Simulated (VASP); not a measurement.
# ZnC20 in VASP: single point with LDA

Aim: the single point of ZnC20 with LDA.

All numbers are computed with VASP 6.6.1; they aren't measurements. Logs are shortened: lines on timing, memory, paths and dates and some standing lists are left out, and cuts for length are marked.

### 1 The cell of the first run

The cell holds a slab with vacuum, 21 atoms: a = 4.889 Å, b = 6.732 Å, c = 21.884 Å, α = 90.00°, β = 90.00°, γ = 90.00°.

### 2 Single point, LDA

Contents of INCAR:

```
SYSTEM = ZnC20
PREC = Accurate
ENCUT = 520
EDIFF = 1E-6
ISMEAR = 0
SIGMA = 0.1
LREAL = Auto
LASPH = .TRUE.
NELM = 60
ALGO = Normal
ISIF = 2
LWAVE = .FALSE.
LCHARG = .FALSE.
LDIPOL = .TRUE.
IDIPOL = 3
DIPOL = 0.5 0.5 0.305
NBANDS = 62
```

Contents of KPOINTS:

```
regular mesh
0
G
  6 4 1
  0 0 0
```

Contents of POSCAR:

```
ZnC20
1.0
    4.8886233871      0.0000000000      0.0000000000
    0.0000000000      6.7320042669      0.0000000000
    0.0000000000      0.0000000000     21.8839971109
C Zn
20 1
Direct
    0.3122616933      0.2500214336      0.1827819653
    0.8122616933      0.2500214336      0.1827819653
    0.0622458232      0.2500214336      0.2150401427
    0.5622458232      0.2500214336      0.2150401427
    0.1871631966      0.7499785664      0.2311595931
    0.6871631966      0.7499785664      0.2311595931
    0.4371473264      0.7499785664      0.2634177704
    0.9371473264      0.7499785664      0.2634177704
    0.0620646998      0.2500214336      0.2795372209
    0.5620646998      0.2500214336      0.2795372209
    0.3120866039      0.2502324405      0.3109148215
    0.8120866039      0.2502324405      0.3109148215
    0.4365978075      0.7493867682      0.3348647304
    0.9365978075      0.7493867682      0.3348647304
    0.1858413160      0.7489256033      0.3603142387
    0.6858413160      0.7489256033      0.3603142387
    0.3122991399      0.2511940329      0.3782092305
    0.8122991399      0.2511940329      0.3782092305
    0.0624121594      0.2518203843      0.4059586129
    0.5624121594      0.2518203843      0.4059586129
    0.4790788260      0.2518203843      0.4722170753
```

Potentials or basis: VASP PAW LDA potentials, release 64 (C, Zn).

Command:

```console
$ cat potpaw_LDA.64/C/POTCAR potpaw_LDA.64/Zn/POTCAR > POTCAR
$ mpirun -np 1 vasp_std > vasp.out
```

OUTCAR:

```text
SYSTEM = ZnC20
   PREC = Accurate
   ENCUT = 520
   EDIFF = 1E-6
   ISMEAR = 0
   LREAL = Auto
   LASPH = .TRUE.
   NELM = 60
   ISIF = 2

 ion  position               nearest neighbor table
   1  0.312  0.250  0.183-   4 1.41   3 1.41
   2  0.812  0.250  0.183-   3 1.41   4 1.41
   3  0.062  0.250  0.215-   2 1.41   9 1.41   1 1.41
   4  0.562  0.250  0.215-   1 1.41  10 1.41   2 1.41
   5  0.187  0.750  0.231-   7 1.41   8 1.41
   6  0.687  0.750  0.231-   8 1.41   7 1.41
   7  0.437  0.750  0.263-   5 1.41   6 1.41  13 1.56
   8  0.937  0.750  0.263-   6 1.41   5 1.41  14 1.56
   9  0.062  0.250  0.280-  12 1.40  11 1.40   3 1.41
  10  0.562  0.250  0.280-  11 1.40  12 1.40   4 1.41
  11  0.312  0.250  0.311-  10 1.40   9 1.40  17 1.47
  12  0.812  0.250  0.311-   9 1.40  10 1.40  18 1.47
  13  0.437  0.749  0.335-  16 1.34  15 1.35   7 1.56
  14  0.937  0.749  0.335-  15 1.34  16 1.35   8 1.56
  15  0.186  0.749  0.360-  14 1.34  13 1.35
  16  0.686  0.749  0.360-  13 1.34  14 1.35
  17  0.312  0.251  0.378-  19 1.36  20 1.37  11 1.47  21 2.21
  18  0.812  0.251  0.378-  20 1.36  19 1.37  12 1.47
  19  0.062  0.252  0.406-  17 1.36  18 1.37  21 2.50
  20  0.562  0.252  0.406-  18 1.36  17 1.37  21 1.51
  21  0.479  0.252  0.472-  20 1.51  17 2.21  19 2.50

  LATTYP: Found a simple orthorhombic cell.
 ALAT       =     4.8886233871
 B/A-ratio  =     1.3770756579
 C/A-ratio  =     4.4765152433

  Lattice vectors:

 A1 = (   4.8886233871,   0.0000000000,   0.0000000000)
 A2 = (   0.0000000000,   6.7320042669,   0.0000000000)
 A3 = (   0.0000000000,   0.0000000000,  21.8839971109)

Analysis of symmetry for initial positions (statically):
=====================================================================
 Subroutine PRICEL returns:
 Original cell was already a primitive cell.

 Routine SETGRP: Setting up the symmetry group for a
 simple orthorhombic supercell.

 Subroutine GETGRP returns: Found  1 space group operations
 (whereof  1 operations were pure point group operations)
 out of a pool of  8 trial point group operations.

The static configuration has the point symmetry C_1 .

Analysis of symmetry for dynamics (positions and initial velocities):
=====================================================================
 Subroutine PRICEL returns:
 Original cell was already a primitive cell.

 Routine SETGRP: Setting up the symmetry group for a
 simple orthorhombic supercell.

 Subroutine GETGRP returns: Found  1 space group operations
 (whereof  1 operations were pure point group operations)
 out of a pool of  8 trial point group operations.

The dynamic configuration has the point symmetry C_1 .

 Subroutine INISYM returns: Found  1 space group operations
 (whereof  1 operations are pure point group operations),
 and found     1 'primitive' translations

----------------------------------------------------------------------------------------

                                     Primitive cell

  volume of cell :     720.2075

  direct lattice vectors                    reciprocal lattice vectors
     4.888623387  0.000000000  0.000000000     0.204556563  0.000000000  0.000000000
     0.000000000  6.732004267  0.000000000     0.000000000  0.148544172  0.000000000
     0.000000000  0.000000000 21.883997111     0.000000000  0.000000000  0.045695491

  length of vectors
     4.888623387  6.732004267 21.883997111     0.204556563  0.148544172  0.045695491

  position of ions in fractional coordinates (direct lattice)
     0.312261693  0.250021434  0.182781965
     0.812261693  0.250021434  0.182781965
     0.062245823  0.250021434  0.215040143
     0.562245823  0.250021434  0.215040143
     0.187163197  0.749978566  0.231159593
     0.687163197  0.749978566  0.231159593
[... 13 lines left out ...]
     0.562412159  0.251820384  0.405958613
     0.479078826  0.251820384  0.472217075

  ion indices of the primitive-cell ions
   primitive index   ion index
                 1           1
                 2           2
                 3           3
                 4           4
                 5           5
                 6           6
[... 13 lines left out ...]
                20          20
                21          21

----------------------------------------------------------------------------------------

 KPOINTS: regular mesh

Automatic generation of k-mesh.
 Grid dimensions read from file:
 generate k-points for:    6    4    1

 Generating k-lattice:

  Cartesian coordinates                     Fractional coordinates (reciprocal lattice)
     0.034092761  0.000000000  0.000000000     0.166666667  0.000000000  0.000000000
     0.000000000  0.037136043  0.000000000     0.000000000  0.250000000  0.000000000
     0.000000000  0.000000000  0.045695491     0.000000000  0.000000000  1.000000000

  Length of vectors
     0.034092761  0.037136043  0.045695491

  Shift w.r.t. Gamma in fractional coordinates (k-lattice)
     0.000000000  0.000000000  0.000000000

 Subroutine IBZKPT returns following result:
 ===========================================

 Found     14 irreducible k-points:

 Following reciprocal coordinates:
            Coordinates               Weight
  0.000000  0.000000  0.000000      1.000000
  0.166667  0.000000  0.000000      2.000000
  0.333333  0.000000  0.000000      2.000000
  0.500000  0.000000  0.000000      1.000000
  0.000000  0.250000  0.000000      2.000000
  0.166667  0.250000  0.000000      2.000000
  0.166667 -0.250000  0.000000      2.000000
  0.333333  0.250000  0.000000      2.000000
  0.333333 -0.250000  0.000000      2.000000
  0.500000  0.250000  0.000000      2.000000
  0.000000  0.500000  0.000000      1.000000
  0.166667  0.500000  0.000000      2.000000
  0.333333  0.500000  0.000000      2.000000
  0.500000  0.500000  0.000000      1.000000
   k-points           NKPTS =     14   k-points in BZ     NKDIM =     14   number of bands    NBANDS=     62
   number of dos      NEDOS =    301   number of ions     NIONS =     21
   total plane-waves  NPLWV = 302400
   dimension x,y,z NGX =    36 NGY =   50 NGZ =  168
   dimension x,y,z NGXF=    72 NGYF=  100 NGZF=  336
   ions per type =              20   1
   NGX,Y,Z   is equivalent  to a cutoff of  12.24, 12.35, 12.76 a.u.
   NGXF,Y,Z  is equivalent  to a cutoff of  24.48, 24.69, 25.52 a.u.
 SYSTEM =  ZnC20
   PREC   = accura    normal or accurate (medium, high low for compatibility)
   ISTART =      0    job   : 0-new  1-cont  2-samecut
   ICHARG =      2    charge: 1-file 2-atom 10-const
   ISPIN  =      1    spin polarized calculation?
   LNONCOLLINEAR =      F non collinear calculations
   LSORBIT =      F    spin-orbit coupling
   LASPH  =      T    aspherical Exc in radial PAW
   ENCUT  =  520.0 eV  38.22 Ry    6.18 a.u.   9.09 12.52 40.69*2*pi/ulx,y,z
   NELM   =     60;   NELMIN=  2; NELMDL= -5     # of ELM steps
   EDIFF  = 0.1E-05   stopping-criterion for ELM
   LREAL  =      T    real-space projection
   EDIFFG = 0.1E-04   stopping-criterion for IOM
   NSW    =      0    number of steps for IOM
   IBRION =     -1    ionic relax: 0-MD 1-quasi-New 2-CG
   NFREE  =      0    steps in history (QN), initial steepest desc. (CG)
   ISIF   =      2    stress and relaxation
   ISYM   =      2    0-nonsym 1-usesym 2-fastsym
   POTIM  = 0.5000    time-step for ionic-motion
   TEBEG  =    0.0;   TEEND  =   0.0 temperature during run
   PSTRESS=    0.0 pullay stress
   NELECT =      92.0000    total number of electrons
   NUPDOWN=      -1.0000    fix difference up-down
   EMIN   =  10.00;   EMAX   =-10.00  energy-range for DOS
   EFERMI =   0.00;   METHOD = LEGACY
   ISMEAR =     0;   SIGMA  =   0.10  broadening in eV -4-tet -1-fermi 0-gaus
   EFERMI_NEDOS =   21; number of points for ismear=-14 and -15
   IALGO  =     38    algorithm
   IMIX   =      4    mixing-type and parameters
     AMIX     =   0.40;   BMIX     =  1.00
     AMIX_MAG =   1.60;   BMIX_MAG =  1.00
  volume/ion in A,a.u.               =      34.30       231.44
  Fermi-wavevector in a.u.,A,eV,Ry     =   0.824489  1.558058  9.248999  0.679782
  Thomas-Fermi vector in A             =   1.936183
   LORBIT       =      0    0 simple, 1 ext, 2 COOP (PROOUT), +10 PAW based schemes
   GGA     = CA    functional components
   LHFCALC =     F    Hartree Fock is set to
   AEXX    =    0.0000 exact exchange contribution
   IVDW    =     0    specifies the selected vdW correction
   LEPSILON=     F    determine dielectric tensor
   LRPA    =     F    only Hartree local field effects (RPA)
 non-spin polarized calculation
 Gauss-broadening in eV      SIGMA  =   0.10
  energy-cutoff  :      520.00
  volume of cell :      720.21
 maximum number of plane-waves:     19450
   NGX = 19   NGY = 25   NGZ = 81

 dipolmoment           0.000000      0.000000      0.195024 electrons x Angstroem

 number of electron      91.9999995 magnetization

 dipolmoment           0.000000      0.000000     -0.476315 electrons x Angstroem

 Free energy of the ion-electron system (eV)
  ---------------------------------------------------
  ext. energy  EPLUGINS =         0.00000000
  ---------------------------------------------------
  free energy    TOTEN  =      -176.26109727 eV

  energy without entropy =     -176.15886002  energy(sigma->0) =     -176.20997865

 E-fermi :  -3.0809     XC(G=0):  -3.8142

 val. band max:       -3.0878392230   @ k =   0.0000   0.0000   0.0000
 cond. band min:      -3.0781257243   @ k =   0.0000   0.2500   0.0000
 fundamental gap:      0.0097134987
 Fermi energy:        -3.0809295410

 k-point     1 :       0.0000    0.0000    0.0000
  band No.  band energies     occupation
      1     -21.7875      2.00000
      2     -20.7187      2.00000
      3     -20.2840      2.00000
      4     -18.0302      2.00000
      5     -17.9713      2.00000
      6     -17.5259      2.00000
[... 50 lines left out ...]
     57       1.2374      0.00000
     58       1.5640      0.00000

 k-point     2 :       0.1667    0.0000    0.0000
  band No.  band energies     occupation
      1     -21.6662      2.00000
      2     -20.6004      2.00000
      3     -20.1746      2.00000
      4     -18.7905      2.00000
      5     -17.9203      2.00000
      6     -17.8574      2.00000
[... 50 lines left out ...]
     57       1.2643      0.00000
     58       1.5711      0.00000

 k-point     3 :       0.3333    0.0000    0.0000
  band No.  band energies     occupation
      1     -21.3051      2.00000
      2     -20.2469      2.00000
      3     -19.9628      2.00000
      4     -19.7148      2.00000
      5     -18.8500      2.00000
      6     -18.4158      2.00000
[... 605 lines left out ...]
      2     -20.2697      2.00000
      3     -19.9560      2.00000
      4     -19.7053      2.00000
      5     -18.8696      2.00000
      6     -18.4124      2.00000
[... 50 lines left out ...]
     57       1.6104      0.00000
     58       2.1625      0.00000

 k-point    14 :       0.5000    0.5000    0.0000
  band No.  band energies     occupation
      1     -20.7797      2.00000
      2     -20.5922      2.00000
      3     -19.6854      2.00000
      4     -19.6788      2.00000
      5     -19.4295      2.00000
      6     -18.9908      2.00000
[... 50 lines left out ...]
     57       2.3972      0.00000
     58       2.5944      0.00000
 [bands above 58 left out]

------------------------ aborting loop because EDIFF is reached ----------------------------------------

 vacuum level on the upper side and lower side of the slab       (xc-potential included)        -1.409         1.144

  FORCE on cell =-STRESS in cart. coord.  units (eV):
  Direction    XX          YY          ZZ          XY          YZ          ZX
  --------------------------------------------------------------------------------------
  -------------------------------------------------------------------------------------
  Total        5.6622939     -1.9983386     19.1667884     -0.0357839      0.0395571     -7.7523955
  in kB       12.5963690     -4.4455147     42.6385393     -0.0796051      0.0879988    -17.2460201
  external PRESSURE =      16.9297979 kB  Pullay stress =       0.0000000 kB

 VOLUME and BASIS-vectors are now :
 -----------------------------------------------------------------------------
  energy-cutoff  :      520.00
  volume of cell :      720.21
      direct lattice vectors                 reciprocal lattice vectors
     4.888623387  0.000000000  0.000000000     0.204556563  0.000000000  0.000000000
     0.000000000  6.732004267  0.000000000     0.000000000  0.148544172  0.000000000
     0.000000000  0.000000000 21.883997111     0.000000000  0.000000000  0.045695491

 POSITION                                       TOTAL-FORCE (eV/Angst)
 -----------------------------------------------------------------------------------
      1.52653      1.68315      4.00000        -0.167524      0.000195      2.274401
      3.97084      1.68315      4.00000         0.077761      0.001191      2.246175
      0.30430      1.68315      4.70594         0.040540     -0.007277     -3.406969
      2.74861      1.68315      4.70594         0.049103     -0.007176     -3.736602
      0.91497      5.04886      5.05870         0.167803      0.003907      3.430649
      3.35928      5.04886      5.05870         0.163424      0.003477      3.432271
[... 13 lines left out ...]
      2.74942      1.69526      8.88400         4.580706     -0.001056    -12.332627
      2.34204      1.69526     10.33400        -5.033611      0.012872     14.823794
 -----------------------------------------------------------------------------------
    total drift:                               -0.007665     -0.002026      0.000898

  FREE ENERGIE OF THE ION-ELECTRON SYSTEM (eV)
  ---------------------------------------------------
  free  energy   TOTEN  =      -176.2610972714 eV

  energy  without entropy=     -176.1588600190  energy(sigma->0) =     -176.20997865

 vacuum level on the upper side and lower side of the slab         0.998         3.614
```

Wall time 37 min (1 thread of Intel Xeon 8259CL, shared host); peak memory 0.68 GiB.

Results:

- Free energy: -176.2611 eV
- Largest force: 15.655 eV/Å
- Band gap on the k mesh: zero (bands 46 and 47 overlap by 0.11 eV)

Forces on the atoms (eV/Å):
```
C    -0.168   0.000   2.274
C     0.078   0.001   2.246
C     0.041  -0.007  -3.407
C     0.049  -0.007  -3.737
C     0.168   0.004   3.431
C     0.163   0.003   3.432
C    -0.200  -0.005  -3.433
C    -0.197  -0.004  -3.405
C     0.056   0.005   0.964
C     0.061   0.005   0.999
C     0.009   0.006   0.663
C     0.091   0.006   0.860
C    -0.007   0.004  -0.114
C    -0.021   0.004  -0.099
C    -0.028  -0.001   0.180
C    -0.020   0.002   0.193
C    -0.780  -0.015  -3.570
C     0.856  -0.015  -2.514
C     0.301   0.003   2.545
C     4.581  -0.001 -12.333
Zn   -5.034   0.013  14.824
```
